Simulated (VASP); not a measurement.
# SrTiO3 (Pm-3m) in VASP: notebook

The runs below take SrTiO3 through single point, with PBEsol.

All numbers are computed with VASP 6.6.1; they aren't measurements. Logs are shortened: lines on timing, memory, paths and dates and some standing lists are left out, and cuts for length are marked.

## Step 1: The cell of the first run

It takes space group Pm-3m (No. 221, cubic). The conventional cell has a = 3.771 Å, b = 3.771 Å, c = 3.771 Å, α = 90.00°, β = 90.00°, γ = 90.00°. Within 3.5 Å of Sr (site symmetry m-3m) lie 12 O at 2.67 Å and 8 Ti at 3.27 Å. Within 2.5 Å of Ti (site symmetry m-3m) lie 6 O at 1.89 Å. Within 2.5 Å of O (site symmetry 4/mmm) lie 2 Ti at 1.89 Å.

## Step 2: Single point, PBEsol (10.72 Å³/atom)

The input, INCAR:

```
SYSTEM = SrTiO3
PREC = Accurate ; ENCUT = 600
EDIFF = 1E-6 ; ISMEAR = 0
SIGMA = 0.02 ; LREAL = .False.
LASPH = .True. ; NELM = 120
ALGO = Normal ; ISIF = 2
LWAVE = .False. ; LCHARG = .False.
GGA = PS ; NBANDS = 28
GGA_COMPAT = .False.
```

The input, KPOINTS:

```
Automatic mesh
0
Gamma
  8 8 8
  0 0 0
```

The input, POSCAR:

```
SrTiO3
1.0
    3.7706984754      0.0000000000      0.0000000000
    0.0000000000      3.7706984754      0.0000000000
    0.0000000000      0.0000000000      3.7706984754
Sr Ti O
1 1 3
Direct
    0.5000000000      0.5000000000      0.5000000000
    0.0000000000      0.0000000000      0.0000000000
    0.5000000000      0.0000000000      0.0000000000
    0.0000000000      0.5000000000      0.0000000000
    0.0000000000      0.0000000000      0.5000000000
```

Potentials or basis: VASP PAW PBE potentials, release 64 (Sr_sv, Ti_sv, O).

Run with:

```bash
$ cat potpaw_PBE.64/Sr_sv/POTCAR potpaw_PBE.64/Ti_sv/POTCAR potpaw_PBE.64/O/POTCAR > POTCAR
$ mpirun -np 1 vasp_std > vasp.out
```

OUTCAR:

```text
SYSTEM = SrTiO3
   PREC = Accurate
   ENCUT = 600
   EDIFF = 1E-6
   ISMEAR = 0
   LREAL = .False.
   LASPH = .True.
   NELM = 120
   ISIF = 2
   GGA = PS

 ion  position               nearest neighbor table
   1  0.500  0.500  0.500-   3 2.67   4 2.67   5 2.67   3 2.67   4 2.67   3 2.67   5 2.67   3 2.67
                             4 2.67   5 2.67   4 2.67   5 2.67   2 3.27   2 3.27   2 3.27   2 3.27
   2  0.000  0.000  0.000-   3 1.89   4 1.89   5 1.89   5 1.89   4 1.89   3 1.89   1 3.27   1 3.27
                             1 3.27   1 3.27   1 3.27   1 3.27   1 3.27   1 3.27
   3  0.500  0.000  0.000-   2 1.89   2 1.89   1 2.67   1 2.67   1 2.67   1 2.67
   4  0.000  0.500  0.000-   2 1.89   2 1.89   1 2.67   1 2.67   1 2.67   1 2.67
   5  0.000  0.000  0.500-   2 1.89   2 1.89   1 2.67   1 2.67   1 2.67   1 2.67

  LATTYP: Found a simple cubic cell.
 ALAT       =     3.7706984754

  Lattice vectors:

 A1 = (   3.7706984754,   0.0000000000,   0.0000000000)
 A2 = (   0.0000000000,   3.7706984754,   0.0000000000)
 A3 = (   0.0000000000,   0.0000000000,   3.7706984754)

Analysis of symmetry for initial positions (statically):
=====================================================================
 Subroutine PRICEL returns:
 Original cell was already a primitive cell.

 Routine SETGRP: Setting up the symmetry group for a
 simple cubic supercell.

 Subroutine GETGRP returns: Found 48 space group operations
 (whereof 48 operations were pure point group operations)
 out of a pool of 48 trial point group operations.

The static configuration has the point symmetry O_h .

Analysis of symmetry for dynamics (positions and initial velocities):
=====================================================================
 Subroutine PRICEL returns:
 Original cell was already a primitive cell.

 Routine SETGRP: Setting up the symmetry group for a
 simple cubic supercell.

 Subroutine GETGRP returns: Found 48 space group operations
 (whereof 48 operations were pure point group operations)
 out of a pool of 48 trial point group operations.

The dynamic configuration has the point symmetry O_h .

 Subroutine INISYM returns: Found 48 space group operations
 (whereof 48 operations are pure point group operations),
 and found     1 'primitive' translations

----------------------------------------------------------------------------------------

                                     Primitive cell

  volume of cell :      53.6124

  direct lattice vectors                    reciprocal lattice vectors
     3.770698475  0.000000000  0.000000000     0.265202855  0.000000000  0.000000000
     0.000000000  3.770698475  0.000000000     0.000000000  0.265202855  0.000000000
     0.000000000  0.000000000  3.770698475     0.000000000  0.000000000  0.265202855

  length of vectors
     3.770698475  3.770698475  3.770698475     0.265202855  0.265202855  0.265202855

  position of ions in fractional coordinates (direct lattice)
     0.500000000  0.500000000  0.500000000
     0.000000000  0.000000000  0.000000000
     0.500000000  0.000000000  0.000000000
     0.000000000  0.500000000  0.000000000
     0.000000000  0.000000000  0.500000000

  ion indices of the primitive-cell ions
   primitive index   ion index
                 1           1
                 2           2
                 3           3
                 4           4
                 5           5

----------------------------------------------------------------------------------------

 KPOINTS: Automatic mesh

Automatic generation of k-mesh.
 Grid dimensions read from file:
 generate k-points for:    8    8    8

 Generating k-lattice:

  Cartesian coordinates                     Fractional coordinates (reciprocal lattice)
     0.033150357  0.000000000  0.000000000     0.125000000  0.000000000  0.000000000
     0.000000000  0.033150357  0.000000000     0.000000000  0.125000000  0.000000000
     0.000000000  0.000000000  0.033150357     0.000000000  0.000000000  0.125000000

  Length of vectors
     0.033150357  0.033150357  0.033150357

  Shift w.r.t. Gamma in fractional coordinates (k-lattice)
     0.000000000  0.000000000  0.000000000

 Subroutine IBZKPT returns following result:
 ===========================================

 Found     35 irreducible k-points:

 Following reciprocal coordinates:
            Coordinates               Weight
  0.000000  0.000000  0.000000      1.000000
  0.125000  0.000000  0.000000      6.000000
  0.250000  0.000000  0.000000      6.000000
  0.375000  0.000000  0.000000      6.000000
  0.500000  0.000000  0.000000      3.000000
  0.125000  0.125000  0.000000     12.000000
[... 16 lines left out ...]
  0.375000  0.375000  0.125000     24.000000
  0.500000  0.375000  0.125000     24.000000
 [... further k-points ...]
   k-points           NKPTS =     35   k-points in BZ     NKDIM =     35   number of bands    NBANDS=     28
   number of dos      NEDOS =    301   number of ions     NIONS =      5
   total plane-waves  NPLWV =  27000
   dimension x,y,z NGX =    30 NGY =   30 NGZ =   30
   dimension x,y,z NGXF=    60 NGYF=   60 NGZF=   60
   ions per type =               1   1   3
   NGX,Y,Z   is equivalent  to a cutoff of  13.23, 13.23, 13.23 a.u.
   NGXF,Y,Z  is equivalent  to a cutoff of  26.45, 26.45, 26.45 a.u.
 SYSTEM =  SrTiO3
   PREC   = accura    normal or accurate (medium, high low for compatibility)
   ISTART =      0    job   : 0-new  1-cont  2-samecut
   ICHARG =      2    charge: 1-file 2-atom 10-const
   ISPIN  =      1    spin polarized calculation?
   LNONCOLLINEAR =      F non collinear calculations
   LSORBIT =      F    spin-orbit coupling
   LASPH  =      T    aspherical Exc in radial PAW
   ENCUT  =  600.0 eV  44.10 Ry    6.64 a.u.   7.53  7.53  7.53*2*pi/ulx,y,z
   NELM   =    120;   NELMIN=  2; NELMDL= -5     # of ELM steps
   EDIFF  = 0.1E-05   stopping-criterion for ELM
   LREAL  =      F    real-space projection
   EDIFFG = 0.1E-04   stopping-criterion for IOM
   NSW    =      0    number of steps for IOM
   IBRION =     -1    ionic relax: 0-MD 1-quasi-New 2-CG
   NFREE  =      0    steps in history (QN), initial steepest desc. (CG)
   ISIF   =      2    stress and relaxation
   ISYM   =      2    0-nonsym 1-usesym 2-fastsym
   POTIM  = 0.5000    time-step for ionic-motion
   TEBEG  =    0.0;   TEEND  =   0.0 temperature during run
   PSTRESS=    0.0 pullay stress
   NELECT =      40.0000    total number of electrons
   NUPDOWN=      -1.0000    fix difference up-down
   EMIN   =  10.00;   EMAX   =-10.00  energy-range for DOS
   EFERMI =   0.00;   METHOD = LEGACY
   ISMEAR =     0;   SIGMA  =   0.02  broadening in eV -4-tet -1-fermi 0-gaus
   EFERMI_NEDOS =   21; number of points for ismear=-14 and -15
   IALGO  =     38    algorithm
   IMIX   =      4    mixing-type and parameters
     AMIX     =   0.40;   BMIX     =  1.00
     AMIX_MAG =   1.60;   BMIX_MAG =  1.00
  volume/ion in A,a.u.               =      10.72        72.36
  Fermi-wavevector in a.u.,A,eV,Ry     =   1.484817  2.805898 29.996526  2.204682
  Thomas-Fermi vector in A             =   2.598307
   LORBIT       =      0    0 simple, 1 ext, 2 COOP (PROOUT), +10 PAW based schemes
   GGA     = PS    functional components
   LHFCALC =     F    Hartree Fock is set to
   AEXX    =    0.0000 exact exchange contribution
   IVDW    =     0    specifies the selected vdW correction
   LEPSILON=     F    determine dielectric tensor
   LRPA    =     F    only Hartree local field effects (RPA)
 non-spin polarized calculation
 Gauss-broadening in eV      SIGMA  =   0.02
  energy-cutoff  :      600.00
  volume of cell :       53.61
 maximum number of plane-waves:      1806
   NGX = 15   NGY = 15   NGZ = 15

 number of electron      40.0000008 magnetization

 Free energy of the ion-electron system (eV)
  ---------------------------------------------------
  ext. energy  EPLUGINS =         0.00000000
  ---------------------------------------------------
  free energy    TOTEN  =       -41.66113065 eV

  energy without entropy =      -41.66113065  energy(sigma->0) =      -41.66113065

 E-fermi :   5.0303     XC(G=0): -12.1082

 val. band max:        4.9283992439   @ k =   0.5000   0.5000   0.5000
 cond. band min:       6.8996460258   @ k =   0.0000   0.0000   0.0000
 fundamental gap:      1.9712467819
 Fermi energy:         5.0303266236

 k-point     1 :       0.0000    0.0000    0.0000
  band No.  band energies     occupation
      1     -50.8321      2.00000
      2     -27.4249      2.00000
      3     -27.2788      2.00000
      4     -27.2788      2.00000
      5     -27.2788      2.00000
      6     -12.8172      2.00000
[... 20 lines left out ...]
     27      10.4056      0.00000
     28      11.9367      0.00000

 k-point     2 :       0.1250    0.0000    0.0000
  band No.  band energies     occupation
      1     -50.8317      2.00000
      2     -27.4510      2.00000
      3     -27.2781      2.00000
      4     -27.2781      2.00000
      5     -27.2641      2.00000
      6     -12.8312      2.00000
[... 20 lines left out ...]
     27      10.7955      0.00000
     28      12.3317      0.00000

 k-point     3 :       0.2500    0.0000    0.0000
  band No.  band energies     occupation
      1     -50.8307      2.00000
      2     -27.5052      2.00000
      3     -27.2761      2.00000
      4     -27.2761      2.00000
      5     -27.2369      2.00000
      6     -12.9362      2.00000
[... 20 lines left out ...]
     27      11.6950      0.00000
     28      13.4118      0.00000

 k-point     4 :       0.3750    0.0000    0.0000
  band No.  band energies     occupation
      1     -50.8296      2.00000
      2     -27.5538      2.00000
      3     -27.2742      2.00000
      4     -27.2742      2.00000
      5     -27.2148      2.00000
      6     -13.0886      2.00000
[... 578 lines left out ...]
     27      13.5339      0.00000
     28      13.9206      0.00000

 k-point    23 :       0.3750    0.3750    0.1250
  band No.  band energies     occupation
      1     -50.8268      2.00000
      2     -27.4524      2.00000
      3     -27.3778      2.00000
      4     -27.2923      2.00000
      5     -27.2754      2.00000
      6     -12.3600      2.00000
[... 20 lines left out ...]
     27      14.0034      0.00000
     28      14.1734      0.00000

 k-point    24 :       0.5000    0.3750    0.1250
  band No.  band energies     occupation
      1     -50.8263      2.00000
      2     -27.4414      2.00000
      3     -27.3771      2.00000
      4     -27.3036      2.00000
      5     -27.2870      2.00000
      6     -12.2589      2.00000
[... 20 lines left out ...]
     27      14.2344      0.00000
     28      14.2966      0.00000

 [... further k-points ...]

------------------------ aborting loop because EDIFF is reached ----------------------------------------

  FORCE on cell =-STRESS in cart. coord.  units (eV):
  Direction    XX          YY          ZZ          XY          YZ          ZX
  --------------------------------------------------------------------------------------
  -------------------------------------------------------------------------------------
  Total        7.4455519      7.4455519      7.4455519      0.0000000      0.0000000     -0.0000000
  in kB      222.5061718    222.5061718    222.5061718      0.0000000      0.0000000     -0.0000000
  external PRESSURE =     222.5061718 kB  Pullay stress =       0.0000000 kB

 VOLUME and BASIS-vectors are now :
 -----------------------------------------------------------------------------
  energy-cutoff  :      600.00
  volume of cell :       53.61
      direct lattice vectors                 reciprocal lattice vectors
     3.770698475  0.000000000  0.000000000     0.265202855  0.000000000  0.000000000
     0.000000000  3.770698475  0.000000000     0.000000000  0.265202855  0.000000000
     0.000000000  0.000000000  3.770698475     0.000000000  0.000000000  0.265202855

 POSITION                                       TOTAL-FORCE (eV/Angst)
 -----------------------------------------------------------------------------------
      1.88535      1.88535      1.88535         0.000000      0.000000      0.000000
      0.00000      0.00000      0.00000         0.000000      0.000000      0.000000
      1.88535      0.00000      0.00000         0.000000      0.000000      0.000000
      0.00000      1.88535      0.00000         0.000000      0.000000      0.000000
      0.00000      0.00000      1.88535         0.000000      0.000000      0.000000
 -----------------------------------------------------------------------------------
    total drift:                                0.000000     -0.000000      0.000000

  FREE ENERGIE OF THE ION-ELECTRON SYSTEM (eV)
  ---------------------------------------------------
  free  energy   TOTEN  =       -41.6611306478 eV

  energy  without entropy=      -41.6611306478  energy(sigma->0) =      -41.66113065
```

Wall time 31 s (1 thread of Intel Xeon 6975P-C (Granite Rapids), shared host); peak memory 0.21 GiB.

Results:

- Free energy: -41.6611 eV
- Pressure: 22.3 GPa
- Band gap on the k mesh: 1.97 eV (least direct gap 2.25 eV)

Levels at points of the mesh, in eV from the valence-band top:
| k point | band 17 | band 18 | band 19 | band 20 | band 21 | band 22 | band 23 | band 24 |
| --- | --- | --- | --- | --- | --- | --- | --- | --- |
| (0.00, 0.00, 0.00) | -1.38 | -0.28 | -0.28 | -0.28 | 1.97 | 1.97 | 1.97 | 5.01 |
| (0.50, 0.00, 0.00) | -2.66 | -2.39 | -0.70 | -0.70 | 2.21 | 4.34 | 4.34 | 5.16 |
| (0.50, 0.50, 0.00) | -1.69 | -1.69 | -1.63 | -0.12 | 4.36 | 4.36 | 4.83 | 6.30 |
| (0.50, 0.50, 0.50) | -4.06 | 0.00 | 0.00 | 0.00 | 5.17 | 5.17 | 5.17 | 7.28 |

Caveat: the cell stands under pressure; the PAW data sets were made with another functional, which shifts forces and pressure a little.

## Step 3: Single point, PBEsol (11.08 Å³/atom)

This run uses another cell than the first one, of 11.08 Å³/atom.

The input, INCAR:

```
SYSTEM = SrTiO3
PREC = Accurate ; ENCUT = 600
EDIFF = 1E-6 ; ISMEAR = 0
SIGMA = 0.02 ; LREAL = .False.
LASPH = .True. ; NELM = 120
ALGO = Normal ; ISIF = 2
LWAVE = .False. ; LCHARG = .True.
GGA = PS ; LELF = .True.
LVHAR = .True. ; NBANDS = 28
GGA_COMPAT = .False.
```

The input, KPOINTS:

```
regular mesh
0
Gamma
  8 8 8
  0 0 0
```

Edit POSCAR of step 2 so:

```diff
@@ -2,5 +2,5 @@
 1.0
-    3.7706984754      0.0000000000      0.0000000000
-    0.0000000000      3.7706984754      0.0000000000
-    0.0000000000      0.0000000000      3.7706984754
+    3.8116875397      0.0000000000      0.0000000000
+    0.0000000000      3.8116875397      0.0000000000
+    0.0000000000      0.0000000000      3.8116875397
 Sr Ti O
```

Potentials or basis: VASP PAW PBE potentials, release 64 (Sr_sv, Ti_sv, O).

Run with:

```bash
$ cat potpaw_PBE.64/Sr_sv/POTCAR potpaw_PBE.64/Ti_sv/POTCAR potpaw_PBE.64/O/POTCAR > POTCAR
$ mpirun -np 1 vasp_std > vasp.out
```

OUTCAR:

```text
SYSTEM = SrTiO3
   PREC = Accurate
   ENCUT = 600
   EDIFF = 1E-6
   ISMEAR = 0
   LREAL = .False.
   LASPH = .True.
   NELM = 120
   ISIF = 2
   GGA = PS

 ion  position               nearest neighbor table
   1  0.500  0.500  0.500-   3 2.70   4 2.70   5 2.70   3 2.70   4 2.70   3 2.70   5 2.70   3 2.70
                             4 2.70   5 2.70   4 2.70   5 2.70   2 3.30   2 3.30   2 3.30   2 3.30
   2  0.000  0.000  0.000-   3 1.91   4 1.91   5 1.91   5 1.91   4 1.91   3 1.91   1 3.30   1 3.30
                             1 3.30   1 3.30   1 3.30   1 3.30   1 3.30   1 3.30
   3  0.500  0.000  0.000-   2 1.91   2 1.91   1 2.70   1 2.70   1 2.70   1 2.70
   4  0.000  0.500  0.000-   2 1.91   2 1.91   1 2.70   1 2.70   1 2.70   1 2.70
   5  0.000  0.000  0.500-   2 1.91   2 1.91   1 2.70   1 2.70   1 2.70   1 2.70

  LATTYP: Found a simple cubic cell.
 ALAT       =     3.8116875397

  Lattice vectors:

 A1 = (   3.8116875397,   0.0000000000,   0.0000000000)
 A2 = (   0.0000000000,   3.8116875397,   0.0000000000)
 A3 = (   0.0000000000,   0.0000000000,   3.8116875397)

Analysis of symmetry for initial positions (statically):
=====================================================================
 Subroutine PRICEL returns:
 Original cell was already a primitive cell.
[... 181 lines left out ...]
 Fermi energy:         4.9291793915

 k-point     1 :       0.0000    0.0000    0.0000
  band No.  band energies     occupation
      1     -51.2578      2.00000
      2     -27.7981      2.00000
      3     -27.6758      2.00000
      4     -27.6758      2.00000
      5     -27.6758      2.00000
      6     -12.9865      2.00000
[... 733 lines left out ...]
     27      13.6146      0.00000
     28      13.7561      0.00000

 [... further k-points ...]

------------------------ aborting loop because EDIFF is reached ----------------------------------------

  FORCE on cell =-STRESS in cart. coord.  units (eV):
  Direction    XX          YY          ZZ          XY          YZ          ZX
  --------------------------------------------------------------------------------------
  -------------------------------------------------------------------------------------
  Total        4.7706587      4.7706587      4.7706587     -0.0000000     -0.0000000     -0.0000000
  in kB      138.0184214    138.0184214    138.0184214     -0.0000000     -0.0000000     -0.0000000
  external PRESSURE =     138.0184214 kB  Pullay stress =       0.0000000 kB

 VOLUME and BASIS-vectors are now :
 -----------------------------------------------------------------------------
  energy-cutoff  :      600.00
  volume of cell :       55.38
      direct lattice vectors                 reciprocal lattice vectors
     3.811687540  0.000000000  0.000000000     0.262350990  0.000000000  0.000000000
     0.000000000  3.811687540  0.000000000     0.000000000  0.262350990  0.000000000
     0.000000000  0.000000000  3.811687540     0.000000000  0.000000000  0.262350990

 POSITION                                       TOTAL-FORCE (eV/Angst)
 -----------------------------------------------------------------------------------
      1.90584      1.90584      1.90584         0.000000      0.000000      0.000000
      0.00000      0.00000      0.00000         0.000000      0.000000      0.000000
      1.90584      0.00000      0.00000         0.000000      0.000000      0.000000
      0.00000      1.90584      0.00000         0.000000      0.000000      0.000000
      0.00000      0.00000      1.90584         0.000000      0.000000      0.000000
 -----------------------------------------------------------------------------------
    total drift:                                0.000000     -0.000000      0.000000

  FREE ENERGIE OF THE ION-ELECTRON SYSTEM (eV)
  ---------------------------------------------------
  free  energy   TOTEN  =       -41.8631906715 eV

  energy  without entropy=      -41.8631906715  energy(sigma->0) =      -41.86319067
```

stdout:

```text
POSCAR found type information on POSCAR SrTiO
 POSCAR found :  3 types and       5 ions
 scaLAPACK will be used
 -----------------------------------------------------------------------------
|                                                                             |
|                                                                             |
|     You enforced a specific xc type in the INCAR file but a different       |
|     I HOPE YOU KNOW WHAT YOU ARE DOING!                                     |
|                                                                             |
 -----------------------------------------------------------------------------

 LDA part: xc-table for (Slater+PW92), standard interpolation
 POSCAR, INCAR and KPOINTS ok, starting setup
 FFT: planning ... GRIDC
 FFT: planning ... GRID_SOFT
 FFT: planning ... GRID
 WAVECAR not read
 entering main loop
```

Run time: 31 s. Hardware: 1 thread of Intel Xeon 6975P-C (Granite Rapids), shared host; peak memory 0.21 GiB.

Results:

```yaml
Free_energy: -41.8632 eV
Pressure: 13.8 GPa
Band_gap_on_the_k_mesh: 1.92 eV (least direct gap 2.23 eV)
```

Caveat: the cell stands under pressure; the PAW data sets were made with another functional, which shifts forces and pressure a little. PBEsol gaps usually lie below the measured ones, often by a third to a half.

[end of part 1 of 2]
